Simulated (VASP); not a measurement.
# NaH (Fm-3m) in VASP: a series of runs, part 2 of 2

VASP 6.6.1.

## (4) Single point, PBEsol

This run uses another cell than the first one, of 10.62 Å³/atom, 1.148 times its volume.

Input file INCAR:

```
ALGO = Normal
EDIFF = 1E-6
ENCUT = 520
GGA = PS
ISIF = 2
ISMEAR = -1
LASPH = T
LCHARG = F
LREAL = F
LWAVE = F
NBANDS = 11
NELM = 100
PREC = Accurate
SIGMA = 0.05
```

Input file KPOINTS:

```
k-points
0
Gamma
  9 9 9
```

Input file POSCAR:

```
NaH
1.0
    0.0000000000      2.1981693603      2.1981693603
    2.1981693603      0.0000000000      2.1981693603
    2.1981693603      2.1981693603      0.0000000000
Na H
1 1
Direct
    0.0000000000      0.0000000000      0.0000000000
    0.5000000000      0.5000000000      0.5000000000
```

Potentials or basis: VASP PAW PBE potentials, release 64 (Na_pv, H).

Run with:

```bash
> cat potpaw_PBE.64/Na_pv/POTCAR potpaw_PBE.64/H/POTCAR > POTCAR
> mpirun -np 1 vasp_std > vasp.out
```

OUTCAR:

```text
EDIFF = 1E-6
   ENCUT = 520
   GGA = PS
   ISIF = 2
   ISMEAR = -1
   LASPH = T
   LREAL = F
   NELM = 100
   PREC = Accurate

 ion  position               nearest neighbor table
   1  0.000  0.000  0.000-
   2  0.500  0.500  0.500-

  LATTYP: Found a face centered cubic cell.
 ALAT       =     4.3963387206

  Lattice vectors:

 A1 = (   0.0000000000,   2.1981693603,   2.1981693603)
 A2 = (   2.1981693603,   0.0000000000,   2.1981693603)
 A3 = (   2.1981693603,   2.1981693603,   0.0000000000)

Analysis of symmetry for initial positions (statically):
=====================================================================
 Subroutine PRICEL returns:
 Original cell was already a primitive cell.

 Routine SETGRP: Setting up the symmetry group for a
 face centered cubic supercell.

 Subroutine GETGRP returns: Found 48 space group operations
 (whereof 48 operations were pure point group operations)
 out of a pool of 48 trial point group operations.

The static configuration has the point symmetry O_h .

Analysis of symmetry for dynamics (positions and initial velocities):
=====================================================================
 Subroutine PRICEL returns:
 Original cell was already a primitive cell.

 Routine SETGRP: Setting up the symmetry group for a
 face centered cubic supercell.

 Subroutine GETGRP returns: Found 48 space group operations
 (whereof 48 operations were pure point group operations)
 out of a pool of 48 trial point group operations.

The dynamic configuration has the point symmetry O_h .

 Subroutine INISYM returns: Found 48 space group operations
 (whereof 48 operations are pure point group operations),
 and found     1 'primitive' translations

[... 115 lines left out ...]
  volume/ion in A,a.u.               =      10.62        71.68
  Fermi-wavevector in a.u.,A,eV,Ry     =   1.182226  2.234082 19.016282  1.397657
  Thomas-Fermi vector in A             =   2.318484
   LORBIT       =      0    0 simple, 1 ext, 2 COOP (PROOUT), +10 PAW based schemes
   GGA     = PS    functional components
   LHFCALC =     F    Hartree Fock is set to
   AEXX    =    0.0000 exact exchange contribution
   IVDW    =     0    specifies the selected vdW correction
   LEPSILON=     F    determine dielectric tensor
   LRPA    =     F    only Hartree local field effects (RPA)
 non-spin polarized calculation
  energy-cutoff  :      520.00
  volume of cell :       21.24
 maximum number of plane-waves:       582
   NGX = 11   NGY = 11   NGZ = 11

 number of electron       8.0000002 magnetization

 Free energy of the ion-electron system (eV)
  ---------------------------------------------------
  ext. energy  EPLUGINS =         0.00000000
  ---------------------------------------------------
  free energy    TOTEN  =        -4.92194756 eV

  energy without entropy =       -4.92194756  energy(sigma->0) =       -4.92194756

 E-fermi :   1.0776     XC(G=0):  -8.9205

 val. band max:       -0.1118269344   @ k =  -0.3333   0.4444   0.1111
 cond. band min:       4.3021912494   @ k =  -0.4444   0.1111   0.0000
 fundamental gap:      4.4140181838
 Fermi energy:         1.0776492388

 k-point     1 :       0.0000    0.0000    0.0000
  band No.  band energies     occupation
      1     -21.6123      2.00000
      2     -21.6123      2.00000
      3     -21.6123      2.00000
      4      -4.6181      2.00000
      5      13.1648      0.00000
      6      17.5910      0.00000
      7      17.5910      0.00000
      8      17.5910      0.00000
      9      19.3484      0.00000
     10      19.3484      0.00000
     11      19.3484      0.00000
[... 309 lines left out ...]
 k-point    24 :       0.4444    0.4444    0.0000
  band No.  band energies     occupation
      1     -21.8212      2.00000
      2     -21.6885      2.00000
      3     -21.6885      2.00000
      4      -0.5223      2.00000
      5       5.2916      0.00000
      6      10.9000      0.00000
      7      12.4561      0.00000
      8      12.4562      0.00000
      9      15.1125      0.00000
     10      28.0071      0.00000
     11      29.2502      0.00000

 [... further k-points ...]

------------------------ aborting loop because EDIFF is reached ----------------------------------------

  FORCE on cell =-STRESS in cart. coord.  units (eV):
  Direction    XX          YY          ZZ          XY          YZ          ZX
  --------------------------------------------------------------------------------------
  -------------------------------------------------------------------------------------
  Total        1.3403044      1.3403044      1.3403044      0.0000000      0.0000000     -0.0000000
  in kB      101.0882262    101.0882262    101.0882262      0.0000000      0.0000000     -0.0000000
  external PRESSURE =     101.0882262 kB  Pullay stress =       0.0000000 kB

 VOLUME and BASIS-vectors are now :
 -----------------------------------------------------------------------------
  energy-cutoff  :      520.00
  volume of cell :       21.24
      direct lattice vectors                 reciprocal lattice vectors
     0.000000000  2.198169360  2.198169360    -0.227462000  0.227462000  0.227462000
     2.198169360  0.000000000  2.198169360     0.227462000 -0.227462000  0.227462000
     2.198169360  2.198169360  0.000000000     0.227462000  0.227462000 -0.227462000

 POSITION                                       TOTAL-FORCE (eV/Angst)
 -----------------------------------------------------------------------------------
      0.00000      0.00000      0.00000         0.000000     -0.000000      0.000000
      2.19817      2.19817      2.19817        -0.000000      0.000000     -0.000000
 -----------------------------------------------------------------------------------
    total drift:                                0.000000     -0.000000     -0.000000

  FREE ENERGIE OF THE ION-ELECTRON SYSTEM (eV)
  ---------------------------------------------------
  free  energy   TOTEN  =        -4.9219475603 eV

  energy  without entropy=       -4.9219475603  energy(sigma->0) =       -4.92194756
```

OSZICAR:

```text
N       E                     dE             d eps       ncg     rms          rms(c)
DAV:   1     0.424235748042E+02    0.42424E+02   -0.45792E+03   773   0.820E+02
DAV:   2    -0.400763029463E+01   -0.46431E+02   -0.45813E+02   799   0.219E+02
DAV:   3    -0.534922511920E+01   -0.13416E+01   -0.13399E+01   921   0.341E+01
DAV:   4    -0.535606590830E+01   -0.68408E-02   -0.68403E-02   905   0.249E+00
DAV:   5    -0.535610850509E+01   -0.42597E-04   -0.42596E-04   862   0.198E-01    0.325E+00
DAV:   6    -0.502484673415E+01    0.33126E+00   -0.27679E-01   951   0.406E+00    0.158E+00
DAV:   7    -0.492058225113E+01    0.10426E+00   -0.27590E-01   900   0.283E+00    0.308E-01
DAV:   8    -0.492185406693E+01   -0.12718E-02   -0.66208E-03   902   0.113E+00    0.894E-02
DAV:   9    -0.492196166676E+01   -0.10760E-03   -0.45588E-04   917   0.262E-01    0.194E-02
DAV:  10    -0.492194709814E+01    0.14569E-04   -0.36118E-05   863   0.504E-02    0.251E-03
DAV:  11    -0.492194756031E+01   -0.46217E-06   -0.12169E-06   882   0.657E-03
   1 F= -.49219476E+01 E0= -.49219476E+01  d E =-.630938E-11
```

stdout:

```text
POSCAR found type information on POSCAR NaH
 POSCAR found :  2 types and       2 ions
 scaLAPACK will be used
 -----------------------------------------------------------------------------
|                                                                             |
|                                                                             |
|     You enforced a specific xc type in the INCAR file but a different       |
|     I HOPE YOU KNOW WHAT YOU ARE DOING!                                     |
|                                                                             |
 -----------------------------------------------------------------------------

 LDA part: xc-table for (Slater+PW92), standard interpolation
 POSCAR, INCAR and KPOINTS ok, starting setup
 FFT: planning ... GRIDC
 FFT: planning ... GRID_SOFT
 FFT: planning ... GRID
 WAVECAR not read
 entering main loop
```

Wall time 5.6 s (1 thread of Intel Xeon 6975P-C, shared host); peak memory 0.13 GiB.

Results:

| Item | Value |
| --- | --- |
| Free energy | -4.9219 eV |
| Pressure | 10.1 GPa |
| Band gap on the k mesh | 4.41 eV, indirect (least direct gap 5.24 eV) |

Caveat: the PAW data sets were made with another functional, which shifts forces and pressure a little. A k mesh can miss the band edges.

## (5) Overview

| cell | gap on the mesh (eV) | pressure (GPa) |
| --- | --- | --- |
| a = 2.969 Å, angles 60.0°, 2 atoms | 4.71 | 20.1 |
| a = 2.874 Å, angles 60.0°, 2 atoms | 4.95 | 30.4 |
| a = 3.109 Å, angles 60.0°, 2 atoms | 4.41 | 10.1 |

Alike in all rows: task single point; level PBEsol; potentials or basis VASP PAW PBE potentials, release 64 (Na_pv, H); no spin polarisation; k mesh 9 × 9 × 9; cutoff (eV) 520; smearing fermi-dirac 0.05 eV.

Caveats: the PAW data sets were made with another functional, which shifts forces and pressure a little.

Total energies depend on the potentials used, so only differences within one code and one set of settings carry meaning.
